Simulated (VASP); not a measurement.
# SrMn2As2 (P-3m1) in VASP: single point with LDA

Aim: the single point of SrMn2As2 with LDA.

Everything below comes from runs of VASP 6.6.1. Logs are shortened: lines on timing, memory, paths and dates and some standing lists are left out, and cuts for length are marked.

## Step 1: The cell of the first run

Symmetry: P-3m1, No. 164, trigonal system. The conventional cell has a = 3.865 Å, b = 3.865 Å, c = 7.187 Å, α = 90.00°, β = 90.00°, γ = 120.00°. Sr (site symmetry -3m) has 6 As at 3.03 Å and 6 Mn at 3.60 Å and 6 Sr at 3.86 Å within 4.0 Å. Mn (site symmetry 3m) has 4 As at 2.31 to 2.36 Å and 3 Mn at 2.71 Å within 3.1 Å. As (site symmetry 3m) has 4 Mn at 2.31 to 2.36 Å and 3 Sr at 3.03 Å within 3.1 Å.

## Step 2: Single point, LDA

File INCAR:

```
PREC = Accurate ; ENCUT = 520
EDIFF = 1E-6 ; ISMEAR = 0
SIGMA = 0.05 ; LREAL = False
LASPH = True ; NELM = 80
ALGO = Fast ; ISIF = 2
LWAVE = False ; LCHARG = False
GGA = CA ; NBANDS = 31
```

File KPOINTS:

```
regular mesh
0
Gamma
  12 12 6
```

File POSCAR:

```
SrMn2As2
1.0
    3.8645076127      0.0000000000      0.0000000000
   -1.9322538063      3.3467617657      0.0000000000
    0.0000000000      0.0000000000      7.1872481785
Sr Mn As
1 2 2
Direct
    0.0000000000      0.0000000000      0.0000000000
    0.3333333333      0.6666666667      0.6071548300
    0.6666666667      0.3333333333      0.3928451700
    0.3333333333      0.6666666667      0.2852584768
    0.6666666667      0.3333333333      0.7147415232
```

Potentials or basis: VASP PAW LDA potentials, release 64 (Sr_sv, Mn_pv, As).

The run is started by

```bash
> cat potpaw_LDA.64/Sr_sv/POTCAR potpaw_LDA.64/Mn_pv/POTCAR potpaw_LDA.64/As/POTCAR > POTCAR
> mpirun -np 1 vasp_std > vasp.out
```

OUTCAR:

```text
PREC = Accurate
   ENCUT = 520
   EDIFF = 1E-6
   ISMEAR = 0
   LREAL = False
   LASPH = True
   NELM = 80
   ISIF = 2
   GGA = CA

 ion  position               nearest neighbor table
   1  0.000  0.000  0.000-   4 3.03   5 3.03   4 3.03   5 3.03   5 3.03   4 3.03   2 3.60   3 3.60
                             2 3.60   3 3.60   2 3.60   3 3.60
   2  0.333  0.667  0.607-   4 2.31   5 2.36   5 2.36   5 2.36   3 2.71   3 2.71   3 2.71   1 3.60
                             1 3.60   1 3.60
   3  0.667  0.333  0.393-   5 2.31   4 2.36   4 2.36   4 2.36   2 2.71   2 2.71   2 2.71   1 3.60
                             1 3.60   1 3.60
   4  0.333  0.667  0.285-   2 2.31   3 2.36   3 2.36   3 2.36   1 3.03   1 3.03   1 3.03
   5  0.667  0.333  0.715-   3 2.31   2 2.36   2 2.36   2 2.36   1 3.03   1 3.03   1 3.03

  LATTYP: Found a hexagonal cell.
 ALAT       =     3.8645076127
 C/A-ratio  =     1.8598095537

  Lattice vectors:

 A1 = (   3.8645076127,   0.0000000000,   0.0000000000)
 A2 = (  -1.9322538063,   3.3467617657,   0.0000000000)
 A3 = (   0.0000000000,   0.0000000000,   7.1872481785)

Analysis of symmetry for initial positions (statically):
=====================================================================
 Subroutine PRICEL returns:
 Original cell was already a primitive cell.

 Routine SETGRP: Setting up the symmetry group for a
 hexagonal supercell.

 Subroutine GETGRP returns: Found 12 space group operations
 (whereof 12 operations were pure point group operations)
 out of a pool of 24 trial point group operations.

The static configuration has the point symmetry D_3d.

Analysis of symmetry for dynamics (positions and initial velocities):
=====================================================================
 Subroutine PRICEL returns:
 Original cell was already a primitive cell.

 Routine SETGRP: Setting up the symmetry group for a
 hexagonal supercell.

 Subroutine GETGRP returns: Found 12 space group operations
 (whereof 12 operations were pure point group operations)
 out of a pool of 24 trial point group operations.

The dynamic configuration has the point symmetry D_3d.

 Subroutine INISYM returns: Found 12 space group operations
 (whereof 12 operations are pure point group operations),
 and found     1 'primitive' translations

----------------------------------------------------------------------------------------

                                     Primitive cell

  volume of cell :      92.9569

  direct lattice vectors                    reciprocal lattice vectors
     3.864507613  0.000000000  0.000000000     0.258765178  0.149398145  0.000000000
    -1.932253806  3.346761766  0.000000000     0.000000000  0.298796290  0.000000000
     0.000000000  0.000000000  7.187248178     0.000000000  0.000000000  0.139135310

  length of vectors
     3.864507613  3.864507613  7.187248178     0.298796290  0.298796290  0.139135310

  position of ions in fractional coordinates (direct lattice)
     0.000000000  0.000000000  0.000000000
     0.333333333  0.666666667  0.607154830
     0.666666667  0.333333333  0.392845170
     0.333333333  0.666666667  0.285258477
     0.666666667  0.333333333  0.714741523

  ion indices of the primitive-cell ions
   primitive index   ion index
                 1           1
                 2           2
                 3           3
                 4           4
                 5           5

----------------------------------------------------------------------------------------

 KPOINTS: regular mesh

Automatic generation of k-mesh.
 Grid dimensions read from file:
 generate k-points for:   12   12    6

 Generating k-lattice:

  Cartesian coordinates                     Fractional coordinates (reciprocal lattice)
     0.021563765  0.012449845  0.000000000     0.083333333  0.000000000  0.000000000
     0.000000000  0.024899691  0.000000000     0.000000000  0.083333333  0.000000000
     0.000000000  0.000000000  0.023189218     0.000000000  0.000000000  0.166666667

  Length of vectors
     0.024899691  0.024899691  0.023189218

  Shift w.r.t. Gamma in fractional coordinates (k-lattice)
     0.000000000  0.000000000  0.000000000

 Subroutine IBZKPT returns following result:
 ===========================================

 Found    100 irreducible k-points:

 Following reciprocal coordinates:
            Coordinates               Weight
  0.000000  0.000000  0.000000      1.000000
  0.083333  0.000000  0.000000      6.000000
  0.166667  0.000000  0.000000      6.000000
  0.250000  0.000000  0.000000      6.000000
  0.333333  0.000000  0.000000      6.000000
  0.416667  0.000000  0.000000      6.000000
[... 16 lines left out ...]
  0.166667  0.000000  0.166667      6.000000
  0.000000  0.166667  0.166667      6.000000
 [... further k-points ...]
   k-points           NKPTS =    100   k-points in BZ     NKDIM =    100   number of bands    NBANDS=     31
   number of dos      NEDOS =    301   number of ions     NIONS =      5
   total plane-waves  NPLWV =  48600
   dimension x,y,z NGX =    30 NGY =   30 NGZ =   54
   dimension x,y,z NGXF=    60 NGYF=   60 NGZF=  108
   ions per type =               1   2   2
   NGX,Y,Z   is equivalent  to a cutoff of  12.91, 12.91, 12.49 a.u.
   NGXF,Y,Z  is equivalent  to a cutoff of  25.81, 25.81, 24.98 a.u.
 SYSTEM =  unknown system
   PREC   = accura    normal or accurate (medium, high low for compatibility)
   ISTART =      0    job   : 0-new  1-cont  2-samecut
   ICHARG =      2    charge: 1-file 2-atom 10-const
   ISPIN  =      1    spin polarized calculation?
   LNONCOLLINEAR =      F non collinear calculations
   LSORBIT =      F    spin-orbit coupling
   LASPH  =      T    aspherical Exc in radial PAW
   ENCUT  =  520.0 eV  38.22 Ry    6.18 a.u.   7.19  7.19 13.36*2*pi/ulx,y,z
   NELM   =     80;   NELMIN=  2; NELMDL= -5     # of ELM steps
   EDIFF  = 0.1E-05   stopping-criterion for ELM
   LREAL  =      F    real-space projection
   EDIFFG = 0.1E-04   stopping-criterion for IOM
   NSW    =      0    number of steps for IOM
   IBRION =     -1    ionic relax: 0-MD 1-quasi-New 2-CG
   NFREE  =      0    steps in history (QN), initial steepest desc. (CG)
   ISIF   =      2    stress and relaxation
   ISYM   =      2    0-nonsym 1-usesym 2-fastsym
   POTIM  = 0.5000    time-step for ionic-motion
   TEBEG  =    0.0;   TEEND  =   0.0 temperature during run
   PSTRESS=    0.0 pullay stress
   NELECT =      46.0000    total number of electrons
   NUPDOWN=      -1.0000    fix difference up-down
   EMIN   =  10.00;   EMAX   =-10.00  energy-range for DOS
   EFERMI =   0.00;   METHOD = LEGACY
   ISMEAR =     0;   SIGMA  =   0.05  broadening in eV -4-tet -1-fermi 0-gaus
   EFERMI_NEDOS =   21; number of points for ismear=-14 and -15
   IALGO  =     68    algorithm
   IMIX   =      4    mixing-type and parameters
     AMIX     =   0.40;   BMIX     =  1.00
     AMIX_MAG =   1.60;   BMIX_MAG =  1.00
  volume/ion in A,a.u.               =      18.59       125.46
  Fermi-wavevector in a.u.,A,eV,Ry     =   1.294892  2.446991 22.813507  1.676745
  Thomas-Fermi vector in A             =   2.426446
   LORBIT       =      0    0 simple, 1 ext, 2 COOP (PROOUT), +10 PAW based schemes
   GGA     = CA    functional components
   LHFCALC =     F    Hartree Fock is set to
   AEXX    =    0.0000 exact exchange contribution
   IVDW    =     0    specifies the selected vdW correction
   LEPSILON=     F    determine dielectric tensor
   LRPA    =     F    only Hartree local field effects (RPA)
 non-spin polarized calculation
 RMM-DIIS sequential band-by-band and
 Gauss-broadening in eV      SIGMA  =   0.05
  energy-cutoff  :      520.00
  volume of cell :       92.96
 maximum number of plane-waves:      2540
 NGX is ok and might be reduce to    30
   NGX = 15   NGY = 15   NGZ = 27

 number of electron      46.0000001 magnetization

 Free energy of the ion-electron system (eV)
  ---------------------------------------------------
  ext. energy  EPLUGINS =         0.00000000
  ---------------------------------------------------
  free energy    TOTEN  =       -34.57671738 eV

  energy without entropy =      -34.56567126  energy(sigma->0) =      -34.57119432

 E-fermi :   5.7419     XC(G=0): -11.0334

 val. band max:        5.7373485466   @ k =   0.1667   0.0833   0.1667
 cond. band min:       5.7433306172   @ k =  -0.0833   0.5000   0.3333
 fundamental gap:      0.0059820706
 Fermi energy:         5.7418897291

 k-point     1 :       0.0000    0.0000    0.0000
  band No.  band energies     occupation
      1     -41.6139      2.00000
      2     -41.6139      2.00000
      3     -41.5403      2.00000
      4     -41.5403      2.00000
      5     -41.4573      2.00000
      6     -41.3935      2.00000
[... 23 lines left out ...]
     30       9.3818      0.00000
     31       9.8628      0.00000

 k-point     2 :       0.0833    0.0000    0.0000
  band No.  band energies     occupation
      1     -41.6146      2.00000
      2     -41.6142      2.00000
      3     -41.5434      2.00000
      4     -41.5398      2.00000
      5     -41.4545      2.00000
      6     -41.3936      2.00000
[... 23 lines left out ...]
     30       9.6780      0.00000
     31      10.1362      0.00000

 k-point     3 :       0.1667    0.0000    0.0000
  band No.  band energies     occupation
      1     -41.6166      2.00000
      2     -41.6149      2.00000
      3     -41.5511      2.00000
      4     -41.5384      2.00000
      5     -41.4475      2.00000
      6     -41.3943      2.00000
[... 23 lines left out ...]
     30       9.5343      0.00000
     31      10.5246      0.00000

 k-point     4 :       0.2500    0.0000    0.0000
  band No.  band energies     occupation
      1     -41.6191      2.00000
      2     -41.6157      2.00000
      3     -41.5607      2.00000
      4     -41.5367      2.00000
      5     -41.4385      2.00000
      6     -41.3956      2.00000
[... 23 lines left out ...]
     30       9.4547      0.00000
     31      10.5931      0.00000

 k-point     5 :       0.3333    0.0000    0.0000
  band No.  band energies     occupation
      1     -41.6216      2.00000
      2     -41.6161      2.00000
      3     -41.5699      2.00000
      4     -41.5350      2.00000
      5     -41.4295      2.00000
      6     -41.3978      2.00000
[... 23 lines left out ...]
     30       9.6851      0.00000
     31      11.2714      0.00000
[... 542 lines left out ...]
     30       9.8415      0.00000
     31      10.1706      0.00000

 k-point    22 :       0.0000    0.0833    0.1667
  band No.  band energies     occupation
      1     -41.6146      2.00000
      2     -41.6142      2.00000
      3     -41.5434      2.00000
      4     -41.5398      2.00000
      5     -41.4545      2.00000
      6     -41.3936      2.00000
[... 23 lines left out ...]
     30       9.6197      0.00000
     31      10.1530      0.00000

 k-point    23 :       0.1667    0.0000    0.1667
  band No.  band energies     occupation
      1     -41.6166      2.00000
      2     -41.6149      2.00000
      3     -41.5511      2.00000
      4     -41.5384      2.00000
      5     -41.4475      2.00000
      6     -41.3943      2.00000
[... 23 lines left out ...]
     30       9.5992      0.00000
     31      10.3683      0.00000

 k-point    24 :       0.0000    0.1667    0.1667
  band No.  band energies     occupation
      1     -41.6166      2.00000
      2     -41.6149      2.00000
      3     -41.5511      2.00000
      4     -41.5384      2.00000
      5     -41.4475      2.00000
      6     -41.3943      2.00000
[... 23 lines left out ...]
     30       9.5469      0.00000
     31      10.2405      0.00000

 [... further k-points ...]

------------------------ aborting loop because EDIFF is reached ----------------------------------------

  FORCE on cell =-STRESS in cart. coord.  units (eV):
  Direction    XX          YY          ZZ          XY          YZ          ZX
  --------------------------------------------------------------------------------------
  -------------------------------------------------------------------------------------
  Total       -1.4396454     -1.4396454     -2.8323619     -0.0000000      0.0000000     -0.0000000
  in kB      -24.8132999    -24.8132999    -48.8177447     -0.0000000      0.0000000     -0.0000000
  external PRESSURE =     -32.8147815 kB  Pullay stress =       0.0000000 kB

 VOLUME and BASIS-vectors are now :
 -----------------------------------------------------------------------------
  energy-cutoff  :      520.00
  volume of cell :       92.96
      direct lattice vectors                 reciprocal lattice vectors
     3.864507613  0.000000000  0.000000000     0.258765178  0.149398145  0.000000000
    -1.932253806  3.346761766  0.000000000     0.000000000  0.298796290  0.000000000
     0.000000000  0.000000000  7.187248178     0.000000000  0.000000000  0.139135310

 POSITION                                       TOTAL-FORCE (eV/Angst)
 -----------------------------------------------------------------------------------
      0.00000      0.00000      0.00000        -0.000000      0.000000      0.000000
     -0.00000      2.23117      4.36377        -0.000000      0.000000     -0.636064
      1.93225      1.11559      2.82348         0.000000      0.000000      0.636064
     -0.00000      2.23117      2.05022        -0.000000      0.000000      0.627311
      1.93225      1.11559      5.13702         0.000000      0.000000     -0.627311
 -----------------------------------------------------------------------------------
    total drift:                                0.000000      0.000000      0.000000

  FREE ENERGIE OF THE ION-ELECTRON SYSTEM (eV)
  ---------------------------------------------------
  free  energy   TOTEN  =       -34.5767173770 eV

  energy  without entropy=      -34.5656712569  energy(sigma->0) =      -34.57119432
```

It took 3.7 min on 1 thread of Intel Xeon 6975P-C (Granite Rapids), shared host; peak memory 0.38 GiB.

What came out:

```yaml
Free_energy: -34.5767 eV
Pressure: -3.3 GPa
Largest_force: 0.636 eV/Å
Band_gap_on_the_k_mesh: zero (band 23 reaches 5.94 eV, above the bottom of band 24 at 5.57 eV)
```

Forces in eV/Å, atoms in the order of the input:
```
Sr   0.000  0.000  0.000
Mn   0.000  0.000 -0.636
Mn   0.000  0.000  0.636
As   0.000  0.000  0.627
As   0.000  0.000 -0.627
```

Levels at points of the mesh, in eV from the Fermi level:
```
           k point  band 21  band 22  band 23  band 24  band 25  band 26
(0.00, 0.00, 0.00)    -0.04     0.19     0.19     1.36     1.84     1.84
(0.50, 0.00, 0.00)    -0.92    -0.37    -0.28     0.01     0.11     0.23
(0.00, 0.00, 0.50)    -0.06     0.09     0.09     0.46     1.81     1.81
(0.50, 0.00, 0.50)    -0.91    -0.81    -0.13     0.11     0.19     0.33
```

Spin polarisation is off, so any magnetic state and its effect on volume and gap are missing.
